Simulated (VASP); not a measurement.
## CO2: electric field gradients with r2SCAN

Crystal: CO2.

```
C O
1.0
     4.22721    0.00000    0.00000
     0.00000    4.22721    0.00000
     0.00000    0.00000    4.68777
C O
2 4
Direct
  0.50000 0.50000 0.50000
  0.00000 0.00000 0.00000
  0.30483 0.69517 0.50000
  0.69517 0.30483 0.50000
  0.19517 0.19517 0.00000
  0.80483 0.80483 0.00000
```

```json
{
  "Program": "VASP 6.6.1",
  "Task": "electric field gradients",
  "Functional": "r2SCAN",
  "Potentials or basis": "VASP PAW PBE potentials, release 64 (C, O)",
  "Cutoff": "520 eV",
  "k mesh": "8 × 8 × 7",
  "Occupations": "fermi-dirac, width 0.01 eV",
  "Spin": "no spin polarisation",
  "Dipole correction": "no",
  "Further INCAR settings": "ALGO = Normal; EDIFF = 1e-08; NBANDS = 25"
}
```

- Pressure: 0.2 GPa
- Largest force: 0.041 eV/Å
- Band gap on the k mesh: 7.16 eV (least direct gap 7.64 eV)
- Largest electric field gradient by atom: C -56.8; O +73.7 V/Å²

Forces in eV/Å, atoms in the order of the input:
```
C    0.000  0.000  0.000
C    0.000  0.000  0.000
O   -0.029  0.029  0.000
O    0.029 -0.029  0.000
O    0.029  0.029  0.000
O   -0.029 -0.029  0.000
```

Stress tensor (GPa, compression positive):
```
0.31 0.00 0.00
0.00 0.31 0.00
0.00 0.00 0.03
```

Levels at points of the mesh, in eV from the valence-band top:
| k point | band 12 | band 13 | band 14 | band 15 | band 16 | band 17 | band 18 | band 19 | band 20 | band 21 |
| --- | --- | --- | --- | --- | --- | --- | --- | --- | --- | --- |
| (0.00, 0.00, 0.00) | -3.53 | -1.41 | -0.56 | -0.48 | -0.48 | 7.16 | 8.14 | 8.57 | 8.57 | 9.84 |
| (0.50, 0.00, 0.00) | -3.93 | -0.53 | -0.53 | -0.49 | -0.49 | 8.77 | 8.77 | 8.90 | 8.90 | 10.04 |
| (0.50, 0.50, 0.00) | -4.03 | -0.67 | -0.67 | 0.00 | 0.00 | 8.93 | 8.93 | 9.05 | 9.05 | 10.61 |

Electric field gradients, principal values (V/Å²):
| atom | least | middle | greatest (by size) |
| --- | --- | --- | --- |
| 1 C | 27.547 | 29.272 | -56.818 |
| 2 C | 27.547 | 29.272 | -56.818 |
| 3 O | -34.884 | -38.806 | 73.690 |
| 4 O | -34.884 | -38.806 | 73.690 |
| 5 O | -34.884 | -38.806 | 73.690 |
| 6 O | -34.884 | -38.806 | 73.690 |

Run time: 3 min on 1 thread of Intel(R) Xeon(R) 6975P-C (Granite Rapids) (shared host), peak memory 0.24 GiB.

Caveat: without QUAD_EFG the Cq values of the log hold for a quadrupole moment of 1 mb, not for the nuclei; the PAW data sets were made with another functional, which shifts forces and pressure a little. A k mesh can miss the band edges.
